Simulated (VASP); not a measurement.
# GaAs (F-43m) in VASP: elastic constants with PBEsol

Aim: the elastic constants of GaAs with PBEsol.

Program: VASP 6.6.1. These are calculated values, not measurements. Logs are shortened: lines on timing, memory, paths and dates and some standing lists are left out, and cuts for length are marked.

## 1. The cell of the first run

It takes space group F-43m (No. 216, cubic). The conventional cell has a = 5.659 Å, b = 5.659 Å, c = 5.659 Å, α = 90.00°, β = 90.00°, γ = 90.00°. Ga (site symmetry -43m) has 4 As at 2.45 Å within 3.2 Å. As (site symmetry -43m) has 4 Ga at 2.45 Å within 3.2 Å.

## 2. Elastic constants, PBEsol

INCAR

```
ALGO = Normal
EDIFF = 1E-8
ENCUT = 600
GGA = PS
IBRION = 6
ISIF = 3
ISMEAR = 0
LASPH = T
LCHARG = F
LREAL = F
LWAVE = F
NBANDS = 16
NELM = 100
NFREE = 2
NSW = 1
POTIM = 0.015
PREC = Accurate
SIGMA = 0.05
```

KPOINTS

```
k-points
0
Gamma
  10 10 10
```

POSCAR

```
GaAs
1.0
    0.0000000000      2.8295281948      2.8295281948
    2.8295281948      0.0000000000      2.8295281948
    2.8295281948      2.8295281948      0.0000000000
Ga As
1 1
Direct
    0.0000000000      0.0000000000      0.0000000000
    0.7500000000      0.7500000000      0.7500000000
```

Potentials or basis: VASP PAW PBE potentials, release 64 (Ga_d, As).

Started as:

```console
> cat potpaw_PBE.64/Ga_d/POTCAR potpaw_PBE.64/As/POTCAR > POTCAR
> mpirun -np 1 vasp_std > vasp.out
```

OUTCAR:

```text
EDIFF = 1E-8
   ENCUT = 600
   GGA = PS
   IBRION = 6
   ISIF = 3
   ISMEAR = 0
   LASPH = T
   LREAL = F
   NELM = 100
   NFREE = 2
   NSW = 1
   POTIM = 0.015
   PREC = Accurate

 ion  position               nearest neighbor table
   1  0.000  0.000  0.000-   2 2.45   2 2.45   2 2.45   2 2.45
   2  0.750  0.750  0.750-   1 2.45   1 2.45   1 2.45   1 2.45

  LATTYP: Found a face centered cubic cell.
 ALAT       =     5.6590563896

  Lattice vectors:

 A1 = (   0.0000000000,   2.8295281948,   2.8295281948)
 A2 = (   2.8295281948,   0.0000000000,   2.8295281948)
 A3 = (   2.8295281948,   2.8295281948,   0.0000000000)

Analysis of symmetry for initial positions (statically):
=====================================================================
 Subroutine PRICEL returns:
 Original cell was already a primitive cell.

 Routine SETGRP: Setting up the symmetry group for a
 face centered cubic supercell.

 Subroutine GETGRP returns: Found 24 space group operations
 (whereof 24 operations were pure point group operations)
 out of a pool of 48 trial point group operations.

The static configuration has the point symmetry T_d .

Analysis of symmetry for dynamics (positions and initial velocities):
=====================================================================
 Subroutine PRICEL returns:
 Original cell was already a primitive cell.

 Routine SETGRP: Setting up the symmetry group for a
 face centered cubic supercell.

 Subroutine GETGRP returns: Found 24 space group operations
 (whereof 24 operations were pure point group operations)
 out of a pool of 48 trial point group operations.

The dynamic configuration has the point symmetry T_d .

 Subroutine INISYM returns: Found 24 space group operations
 (whereof 24 operations are pure point group operations),
 and found     1 'primitive' translations

----------------------------------------------------------------------------------------

[... 339 lines left out ...]

 k-point     1 :       0.0000    0.0000    0.0000
  band No.  band energies     occupation
      1     -10.9940      2.00000
      2     -10.9925      2.00000
      3     -10.9905      2.00000
      4     -10.9129      2.00000
      5     -10.9129      2.00000
      6      -8.9546      2.00000
[... 433 lines left out ...]
      3     -10.9548      2.00000
      4     -10.9308      2.00000
      5     -10.9033      2.00000
      6      -7.2190      2.00000
[... 8 lines left out ...]
     15      16.0364      0.00000
     16      16.4908      0.00000

 [... further k-points ...]
[... 5 lines left out ...]
  --------------------------------------------------------------------------------------
  -------------------------------------------------------------------------------------
  Total        0.0402081      0.0425690      0.0425690      0.0000000     -0.1089631      0.0000000
  in kB        1.4218447      1.5053324      1.5053324      0.0000000     -3.8531689      0.0000000
  external PRESSURE =       1.4775032 kB  Pullay stress =       0.0000000 kB
[... 17 lines left out ...]
  FREE ENERGIE OF THE ION-ELECTRON SYSTEM (eV)
  ---------------------------------------------------
  free  energy   TOTEN  =        -9.0903921105 eV

  energy  without entropy=       -9.0903921105  energy(sigma->0) =       -9.09039211

 INTERNAL STRAIN TENSORS FROM STRAINED CELLS
 ============================================

 INTERNAL STRAIN TENSOR FOR ION    1 for displacements in x,y,z  (eV/Angst):
          X           Y           Z          XY          YZ          ZX
  --------------------------------------------------------------------------------
  x     0.00000     0.00000    -0.00000     0.00000    -7.27222     0.00000
  y     0.00000     0.00000    -0.00000     0.00000     0.00000    -7.27263
  z     0.00000     0.00000    -0.00000    -7.27100     0.00000    -0.00000

 INTERNAL STRAIN TENSORS FROM DISPLACED ATOMS
 ============================================

 INTERNAL STRAIN TENSOR FOR ION    1 for displacements in x,y,z  (eV/Angst):
          X           Y           Z          XY          YZ          ZX
  --------------------------------------------------------------------------------
  x     0.00000    -0.00000    -0.00000     0.00000    -7.27043     0.00000
  y     0.00000    -0.00000     0.00000     0.00000     0.00000    -7.27043
  z    -0.00000    -0.00000     0.00000    -7.27043     0.00000     0.00000

 INTERNAL STRAIN TENSOR FOR ION    2 for displacements in x,y,z  (eV/Angst):
          X           Y           Z          XY          YZ          ZX
  --------------------------------------------------------------------------------
  x     0.00000     0.00000     0.00000     0.00000     7.26393     0.00000
  y     0.00000     0.00000     0.00000     0.00000     0.00000     7.26393
  z     0.00000     0.00000     0.00000     7.26393     0.00000     0.00000

 Eigenvectors and eigenvalues of the dynamical matrix
 ----------------------------------------------------

   1 f  =    7.901423 THz    49.646105 2PiTHz  263.563101 cm-1    32.677645 meV
             X         Y         Z           dx          dy          dz
      0.000000  0.000000  0.000000     0.000000    0.720109    0.000000
      4.244292  4.244292  4.244292     0.000000   -0.693861    0.000000
[... 21 lines left out ...]
   6 f/i=    0.004628 THz     0.029080 2PiTHz    0.154382 cm-1     0.019141 meV
             X         Y         Z           dx          dy          dz
      0.000000  0.000000  0.000000     0.000000    0.000000   -0.693861
      4.244292  4.244292  4.244292     0.000000    0.000000   -0.720109

--------------------------------------------------------------------------------------------------------

 ELASTIC MODULI CONTR FROM IONIC RELAXATION (kBar)
 Direction    XX          YY          ZZ          XY          YZ          ZX
 --------------------------------------------------------------------------------
 XX          -0.0000     -0.0000      0.0000     -0.0000      0.0000     -0.0000
 YY          -0.0000     -0.0000     -0.0000     -0.0000     -0.0000     -0.0000
 ZZ           0.0000     -0.0000     -0.0000      0.0000     -0.0000     -0.0000
 XY          -0.0000     -0.0000      0.0000   -202.4406     -0.0000      0.0000
 YZ           0.0000     -0.0000     -0.0000     -0.0000   -202.4406      0.0000
 ZX          -0.0000     -0.0000     -0.0000      0.0000      0.0000   -202.4406
 --------------------------------------------------------------------------------

 TOTAL ELASTIC MODULI (kBar)
 Direction    XX          YY          ZZ          XY          YZ          ZX
 --------------------------------------------------------------------------------
 XX        1099.7417    497.3857    497.3857     -0.0000      0.0000     -0.0000
 YY         497.3857   1099.7417    497.3857     -0.0000     -0.0000     -0.0000
 ZZ         497.3857    497.3857   1099.7417      0.0000     -0.0000     -0.0000
 XY          -0.0000     -0.0000      0.0000    551.7046     -0.0000      0.0000
 YZ           0.0000     -0.0000     -0.0000     -0.0000    551.7046      0.0000
 ZX          -0.0000     -0.0000     -0.0000      0.0000      0.0000    551.7046
 --------------------------------------------------------------------------------
```

stdout:

```text
POSCAR found type information on POSCAR GaAs
 POSCAR found :  2 types and       2 ions
 scaLAPACK will be used
 -----------------------------------------------------------------------------
|                                                                             |
|                                                                             |
|     You enforced a specific xc type in the INCAR file but a different       |
|     I HOPE YOU KNOW WHAT YOU ARE DOING!                                     |
|                                                                             |
[... 33 lines left out ...]
 Finite differences progress:
 bond charge predicted
 Finite differences progress:
 bond charge predicted
 Finite differences progress:
 bond charge predicted
 Finite differences progress:
 bond charge predicted
 Finite differences progress:
 bond charge predicted
 Finite differences progress:
```

Run time: 9.7 min. Hardware: 1 thread of Intel Xeon 6975P-C (Granite Rapids), shared host; peak memory 0.5 GiB.

Results:

```
Elastic constants C11, C12, C44                         : 110, 50, 55 GPa
Voigt bulk modulus                                      : 70 GPa
Highest phonon frequency at Γ, LO-TO splitting left out : 264 cm⁻¹
```

Phonon frequencies in cm⁻¹ (negative: imaginary):
```
              q point        frequencies
(0.000, 0.000, 0.000)  0 0 0 264 264 264
```

Elastic tensor in Voigt notation (GPa, in the Cartesian axes of the cell as first typed):
```
110  50  50   0   0   0
 50 110  50   0   0   0
 50  50 110   0   0   0
  0   0   0  55   0   0
  0   0   0   0  55   0
  0   0   0   0   0  55
```

Clamped-ion elastic tensor (GPa):
```
110  50  50   0   0   0
 50 110  50   0   0   0
 50  50 110   0   0   0
  0   0   0  75   0   0
  0   0   0   0  75   0
  0   0   0   0   0  75
```

Caveat: the PAW data sets were made with another functional, which shifts forces and pressure a little.
